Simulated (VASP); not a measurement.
# Al3Tl2In2Ga5N12 (P1) in VASP: notebook

Runs on Al3Tl2In2Ga5N12. Level: PBE. Tasks: single point.

Everything below comes from runs of VASP 6.6.1. Logs are shortened: lines on timing, memory, paths and dates and some standing lists are left out, and cuts for length are marked.

## 1. The cell of the first run

The typed cell holds 24 atoms: a = 6.634 Å, b = 6.657 Å, c = 8.149 Å, α = 90.30°, β = 89.78°, γ = 119.70°.

## 2. Single point, PBE

File INCAR:

```
ALGO = Normal ; EDIFF = 1E-6
ENCUT = 520 ; GGA = PE
ISIF = 2 ; ISMEAR = 0
ISYM = 0 ; LASPH = True
LCHARG = False ; LREAL = Auto
LWAVE = False ; NBANDS = 111
NELM = 100 ; PREC = Accurate
SIGMA = 0.1
```

File KPOINTS:

```
Automatic mesh
0
Gamma
  2 2 2
  0.5 0.5 0.5
```

File POSCAR:

```
Al3Tl2In2Ga5N12
1.0
   -4.7031405798     -4.6792888720      0.0018044445
   -0.0096374155      4.6871218430      4.7271203081
   -4.7094339208      4.6873866575     -4.7177477071
N Al Ga In Tl
12 3 5 2 2
Direct
    0.3549334800      0.1996538741      0.9009549482
    0.8384952475      0.1948967041      0.8817741499
    0.6556155257      0.3029587328      0.5601323170
    0.1595244828      0.3326997477      0.5831922808
    0.5037165193      0.5015745023      0.2605386644
    0.9824189795      0.4718213071      0.2452257186
    0.3248607175      0.6444822247      0.9166012772
    0.8188330344      0.6390441094      0.9410622614
    0.6489455679      0.8511159121      0.5745382741
    0.1931692496      0.8453804702      0.6017205319
    0.5245485125      1.0099763645      0.2552448418
    0.9803727510      1.0043932686      0.2781689649
    0.8300731478      0.1690796991      0.6502586408
    0.6647826089      0.3266487646      0.3272639662
    0.6596732895      0.8331777181      0.3387930049
    0.3384771791      0.1747151505      0.6599281840
    0.1650842688      0.3340562059      0.3398978240
    0.4965370321      0.4990176883      0.0120179098
    0.9989747829      0.4908773299      0.9991337525
    0.3313986093      0.6600722748      0.6715854248
    0.5027972407      1.0015343228      0.9910229698
    0.1672801638      0.8264868907      0.3375771012
   -0.0002627566      1.0103209706      0.0024159907
    0.8209514282      0.6584172036      0.6683753597
```

Potentials or basis: VASP PAW PBE potentials, release 64 (N, Al, Ga_d, In_d, Tl_d).

Started as:

```
$ cat potpaw_PBE.64/N/POTCAR potpaw_PBE.64/Al/POTCAR potpaw_PBE.64/Ga_d/POTCAR potpaw_PBE.64/In_d/POTCAR potpaw_PBE.64/Tl_d/POTCAR > POTCAR
$ mpirun -np 1 vasp_std > vasp.out
```

OUTCAR:

```text
EDIFF = 1E-6
   ENCUT = 520
   GGA = PE
   ISIF = 2
   ISMEAR = 0
   ISYM = 0
   LASPH = True
   LREAL = Auto
   NELM = 100
   PREC = Accurate

 ion  position               nearest neighbor table
   1  0.355  0.200  0.901-  18 1.95  16 1.97  21 2.13  23 2.21
   2  0.838  0.195  0.882-  13 1.89  19 1.96  21 2.14  23 2.22
   3  0.656  0.303  0.560-  14 1.90  13 1.93  16 2.01  24 2.23
   4  0.160  0.333  0.583-  13 1.98  17 1.98  20 2.02  16 2.04
   5  0.504  0.502  0.261-  14 2.01  15 2.02  18 2.03  17 2.06
   6  0.982  0.472  0.245-  14 1.95  17 2.01  19 2.01  22 2.18
   7  0.325  0.644  0.917-  18 1.99  19 1.99  20 2.00  21 2.15
   8  0.819  0.639  0.941-  18 1.95  19 1.95  23 2.20  24 2.23
   9  0.649  0.851  0.575-  15 1.93  13 1.94  20 2.01  24 2.24
  10  0.193  0.845  0.602-  20 1.95  16 1.96  22 2.16  24 2.21
  11  0.525  0.010  0.255-  14 1.92  15 1.93  21 2.16  22 2.17
  12  0.980  0.004  0.278-  15 1.91  17 1.97  22 2.15  23 2.25
  13  0.830  0.169  0.650-   2 1.89   3 1.93   9 1.94   4 1.98  15 3.19  14 3.23  24 3.29  21 3.36
                            24 3.37  23 3.44
  14  0.665  0.327  0.327-   3 1.90  11 1.92   6 1.95   5 2.01  13 3.23  15 3.27  21 3.32  22 3.33
                            22 3.35  24 3.37
  15  0.660  0.833  0.339-  12 1.91  11 1.93   9 1.93   5 2.02  13 3.19  22 3.24  14 3.27  24 3.32
                            23 3.37  22 3.39  21 3.40
  16  0.338  0.175  0.660-  10 1.96   1 1.97   3 2.01   4 2.04  24 3.23  22 3.30  21 3.33  23 3.40
                            24 3.45
  17  0.165  0.334  0.340-  12 1.97   4 1.98   6 2.01   5 2.06  22 3.27  23 3.32  22 3.39
  18  0.497  0.499  0.012-   8 1.95   1 1.95   7 1.99   5 2.03  23 3.29  21 3.33  21 3.34  24 3.36
                            23 3.39
  19  0.999  0.491  0.999-   8 1.95   2 1.96   7 1.99   6 2.01  23 3.20  21 3.29  24 3.36  22 3.37
                            21 3.39  23 3.46
  20  0.331  0.660  0.672-  10 1.95   7 2.00   9 2.01   4 2.02  24 3.25  21 3.26  22 3.33  24 3.38

  21  0.503  0.002  0.991-   1 2.13   2 2.14   7 2.15  11 2.16  20 3.26  23 3.27  19 3.29  14 3.32
                            18 3.33  16 3.33  18 3.34  13 3.36  23 3.37  19 3.39  15 3.40  22 3.42
  22  0.167  0.826  0.338-  12 2.15  10 2.16  11 2.17   6 2.18  15 3.24  17 3.27  16 3.30  20 3.33
                            14 3.33  14 3.35  24 3.35  19 3.37  17 3.39  15 3.39  23 3.41  21 3.42
  23  1.000  0.010  0.002-   8 2.20   1 2.21   2 2.22  12 2.25  19 3.20  21 3.27  18 3.29  17 3.32
                            21 3.37  15 3.37  18 3.39  24 3.39  16 3.40  22 3.41  13 3.44  19 3.46
  24  0.821  0.658  0.668-  10 2.21   8 2.23   3 2.23   9 2.24  16 3.23  20 3.25  13 3.29  15 3.32
                            22 3.35  19 3.36  18 3.36  14 3.37  13 3.37  20 3.38  23 3.39  16 3.45

IMPORTANT INFORMATION: All symmetrisations will be switched off!
NOSYMM: (Re-)initialisation of all symmetry stuff for point group C_1.

----------------------------------------------------------------------------------------

                                     Primitive cell

  volume of cell :     312.6335

  direct lattice vectors                    reciprocal lattice vectors
    -4.703140580 -4.679288872  0.001804445    -0.141605105 -0.071353607  0.070461152
    -0.009637415  4.687121843  4.727120308    -0.070585035  0.070999202  0.141002934
    -4.709433921  4.687386658 -4.717747707    -0.070779425  0.071112962 -0.070655542

  length of vectors
     6.634401172  6.656941524  8.149080007     0.173516907  0.172930510  0.122715061

  position of ions in fractional coordinates (direct lattice)
     0.354933480  0.199653874  0.900954948
     0.838495247  0.194896704  0.881774150
     0.655615526  0.302958733  0.560132317
     0.159524483  0.332699748  0.583192281
     0.503716519  0.501574502  0.260538664
     0.982418979  0.471821307  0.245225719
[... 16 lines left out ...]
     0.999737243  0.010320971  0.002415991
     0.820951428  0.658417204  0.668375360

  ion indices of the primitive-cell ions
   primitive index   ion index
                 1           1
                 2           2
                 3           3
                 4           4
                 5           5
                 6           6
[... 16 lines left out ...]
                23          23
                24          24

----------------------------------------------------------------------------------------

 KPOINTS: Automatic mesh

Automatic generation of k-mesh.
 Grid dimensions read from file:
 generate k-points for:    2    2    2

 Generating k-lattice:

  Cartesian coordinates                     Fractional coordinates (reciprocal lattice)
    -0.070802553 -0.035676804  0.035230576     0.500000000  0.000000000 -0.000000000
    -0.035292518  0.035499601  0.070501467    -0.000000000  0.500000000  0.000000000
    -0.035389713  0.035556481 -0.035327771     0.000000000 -0.000000000  0.500000000

  Length of vectors
     0.086758454  0.086465255  0.061357530

  Shift w.r.t. Gamma in fractional coordinates (k-lattice)
     0.500000000  0.500000000  0.500000000

 Subroutine IBZKPT returns following result:
 ===========================================

 Found      4 irreducible k-points:

 Following reciprocal coordinates:
            Coordinates               Weight
  0.250000  0.250000  0.250000      2.000000
 -0.250000  0.250000  0.250000      2.000000
  0.250000 -0.250000  0.250000      2.000000
 -0.250000 -0.250000  0.250000      2.000000
   k-points           NKPTS =      4   k-points in BZ     NKDIM =      4   number of bands    NBANDS=    111
   number of dos      NEDOS =    301   number of ions     NIONS =     24
   total plane-waves  NPLWV = 160000
   dimension x,y,z NGX =    50 NGY =   50 NGZ =   64
   dimension x,y,z NGXF=   100 NGYF=  100 NGZF=  128
   ions per type =              12   3   5   2   2
   NGX,Y,Z   is equivalent  to a cutoff of  12.53, 12.49, 13.06 a.u.
   NGXF,Y,Z  is equivalent  to a cutoff of  25.06, 24.97, 26.11 a.u.
 SYSTEM =  unknown system
   PREC   = accura    normal or accurate (medium, high low for compatibility)
   ISTART =      0    job   : 0-new  1-cont  2-samecut
   ICHARG =      2    charge: 1-file 2-atom 10-const
   ISPIN  =      1    spin polarized calculation?
   LNONCOLLINEAR =      F non collinear calculations
   LSORBIT =      F    spin-orbit coupling
   LASPH  =      T    aspherical Exc in radial PAW
   ENCUT  =  520.0 eV  38.22 Ry    6.18 a.u.  12.34 12.38 15.15*2*pi/ulx,y,z
   NELM   =    100;   NELMIN=  2; NELMDL= -5     # of ELM steps
   EDIFF  = 0.1E-05   stopping-criterion for ELM
   LREAL  =      T    real-space projection
   EDIFFG = 0.1E-04   stopping-criterion for IOM
   NSW    =      0    number of steps for IOM
   IBRION =     -1    ionic relax: 0-MD 1-quasi-New 2-CG
   NFREE  =      0    steps in history (QN), initial steepest desc. (CG)
   ISIF   =      2    stress and relaxation
   ISYM   =      0    0-nonsym 1-usesym 2-fastsym
   POTIM  = 0.5000    time-step for ionic-motion
   TEBEG  =    0.0;   TEEND  =   0.0 temperature during run
   PSTRESS=    0.0 pullay stress
   NELECT =     186.0000    total number of electrons
   NUPDOWN=      -1.0000    fix difference up-down
   EMIN   =  10.00;   EMAX   =-10.00  energy-range for DOS
   EFERMI =   0.00;   METHOD = LEGACY
   ISMEAR =     0;   SIGMA  =   0.10  broadening in eV -4-tet -1-fermi 0-gaus
   EFERMI_NEDOS =   21; number of points for ismear=-14 and -15
   IALGO  =     38    algorithm
   IMIX   =      4    mixing-type and parameters
     AMIX     =   0.40;   BMIX     =  1.00
     AMIX_MAG =   1.60;   BMIX_MAG =  1.00
  volume/ion in A,a.u.               =      13.03        87.91
  Fermi-wavevector in a.u.,A,eV,Ry     =   1.376894  2.601953 25.794446  1.895838
  Thomas-Fermi vector in A             =   2.502097
   LORBIT       =      0    0 simple, 1 ext, 2 COOP (PROOUT), +10 PAW based schemes
   GGA     = PE    functional components
   LHFCALC =     F    Hartree Fock is set to
   AEXX    =    0.0000 exact exchange contribution
   IVDW    =     0    specifies the selected vdW correction
   LEPSILON=     F    determine dielectric tensor
   LRPA    =     F    only Hartree local field effects (RPA)
 non-spin polarized calculation
 Gauss-broadening in eV      SIGMA  =   0.10
  energy-cutoff  :      520.00
  volume of cell :      312.63
 maximum number of plane-waves:      8434
 NGX is ok and might be reduce to    50
   NGX = 25   NGY = 25   NGZ = 31

 number of electron     185.9999988 magnetization

 Free energy of the ion-electron system (eV)
  ---------------------------------------------------
  ext. energy  EPLUGINS =         0.00000000
  ---------------------------------------------------
  free energy    TOTEN  =      -142.48091482 eV

  energy without entropy =     -142.48091482  energy(sigma->0) =     -142.48091482

 E-fermi :   6.1231     XC(G=0): -11.0408

 val. band max:        5.6085253317   @ k =   0.2500  -0.2500   0.2500
 cond. band min:       7.6306940964   @ k =   0.2500  -0.2500   0.2500
 fundamental gap:      2.0221687647
 Fermi energy:         6.1230848412

 k-point     1 :       0.2500    0.2500    0.2500
  band No.  band energies     occupation
      1      -9.2320      2.00000
      2      -9.0887      2.00000
      3      -9.0603      2.00000
      4      -9.0092      2.00000
      5      -8.9394      2.00000
      6      -8.8798      2.00000
[... 97 lines left out ...]
    104      11.4896      0.00000
    105      11.5846      0.00000

 k-point     2 :      -0.2500    0.2500    0.2500
  band No.  band energies     occupation
      1      -9.3538      2.00000
      2      -9.1087      2.00000
      3      -9.0720      2.00000
      4      -9.0170      2.00000
      5      -8.9413      2.00000
      6      -8.8811      2.00000
[... 97 lines left out ...]
    104      11.0272      0.00000
    105      11.1615      0.00000

 k-point     3 :       0.2500   -0.2500    0.2500
  band No.  band energies     occupation
      1      -9.3600      2.00000
      2      -9.1002      2.00000
      3      -9.0644      2.00000
      4      -9.0272      2.00000
      5      -8.9329      2.00000
      6      -8.8753      2.00000
[... 97 lines left out ...]
    104      11.2267      0.00000
    105      11.3422      0.00000

 k-point     4 :      -0.2500   -0.2500    0.2500
  band No.  band energies     occupation
      1      -9.2275      2.00000
      2      -9.0875      2.00000
      3      -9.0653      2.00000
      4      -9.0104      2.00000
      5      -8.9516      2.00000
      6      -8.8794      2.00000
[... 97 lines left out ...]
    104      11.4579      0.00000
    105      11.6662      0.00000
 [bands above 105 left out]

------------------------ aborting loop because EDIFF is reached ----------------------------------------

  FORCE on cell =-STRESS in cart. coord.  units (eV):
  Direction    XX          YY          ZZ          XY          YZ          ZX
  --------------------------------------------------------------------------------------
  -------------------------------------------------------------------------------------
  Total        0.0842131      0.0689320      0.1224053     -0.0038063     -0.0160987      0.0190686
  in kB        0.4315737      0.3532611      0.6272999     -0.0195066     -0.0825020      0.0977225
  external PRESSURE =       0.4707116 kB  Pullay stress =       0.0000000 kB

 VOLUME and BASIS-vectors are now :
 -----------------------------------------------------------------------------
  energy-cutoff  :      520.00
  volume of cell :      312.63
      direct lattice vectors                 reciprocal lattice vectors
    -4.703140580 -4.679288872  0.001804445    -0.141605105 -0.071353607  0.070461152
    -0.009637415  4.687121843  4.727120308    -0.070585035  0.070999202  0.141002934
    -4.709433921  4.687386658 -4.717747707    -0.070779425  0.071112962 -0.070655542

 POSITION                                       TOTAL-FORCE (eV/Angst)
 -----------------------------------------------------------------------------------
     -5.91421      3.49809     -3.30605         0.002036      0.009750      0.006771
     -8.09810      1.12316     -3.23717         0.009002     -0.016860      0.019903
     -5.72428      0.97775     -1.20926         0.001051     -0.025879      0.006436
     -3.49998      3.54659     -1.17835         0.014566      0.011652     -0.009348
     -3.60087      1.21515      1.14276        -0.026348      0.001457      0.000940
     -5.77988     -1.23607      1.07522         0.014724      0.010111     -0.011526
[... 16 lines left out ...]
     -4.71338     -4.61836      0.03919         0.002863     -0.004249      0.000905
     -7.01507      2.37755     -0.03933        -0.003522     -0.000051      0.001695
 -----------------------------------------------------------------------------------
    total drift:                               -0.011143     -0.014475      0.010182

  FREE ENERGIE OF THE ION-ELECTRON SYSTEM (eV)
  ---------------------------------------------------
  free  energy   TOTEN  =      -142.4809148160 eV

  energy  without entropy=     -142.4809148160  energy(sigma->0) =     -142.48091482
```

It took 3.1 min on 1 thread of Intel Xeon 6975P-C (Granite Rapids), shared host; peak memory 0.45 GiB.

What came out:

| Quantity | Value |
| --- | --- |
| Free energy | -142.4809 eV |
| Pressure | 0.0 GPa |
| Largest force | 0.028 eV/Å |
| Band gap on the k mesh | 2.02 eV |

Forces in eV/Å, atoms in the order of the input:
```
N    0.002  0.010  0.007
N    0.009 -0.017  0.020
N    0.001 -0.026  0.006
N    0.015  0.012 -0.009
N   -0.026  0.001  0.001
N    0.015  0.010 -0.012
N   -0.001  0.000 -0.008
N   -0.003  0.006 -0.008
N   -0.002 -0.002  0.021
N   -0.008  0.004 -0.009
N   -0.025 -0.003  0.000
N    0.016  0.017 -0.009
Al  -0.003  0.001 -0.004
Al   0.000 -0.003 -0.006
Al  -0.003  0.000  0.004
Ga  -0.002  0.003 -0.012
Ga   0.006  0.006 -0.010
Ga   0.003 -0.015  0.006
Ga   0.014  0.001  0.003
Ga   0.002  0.011  0.002
In  -0.014 -0.016  0.011
In   0.006  0.006  0.005
Tl   0.003 -0.004  0.001
Tl  -0.004  0.000  0.002
```

Levels at points of the mesh, in eV from the valence-band top:
| k point | band 91 | band 92 | band 93 | band 94 | band 95 | band 96 |
| --- | --- | --- | --- | --- | --- | --- |
| (0.25, 0.25, 0.25) | -0.59 | -0.41 | -0.30 | 2.81 | 3.29 | 3.87 |

Caveat: spin-orbit coupling is left out, which moves the levels of the heavy elements; a shifted mesh leaves out Γ, where band edges can lie. A k mesh can miss the band edges.

[end of part 1 of 2]
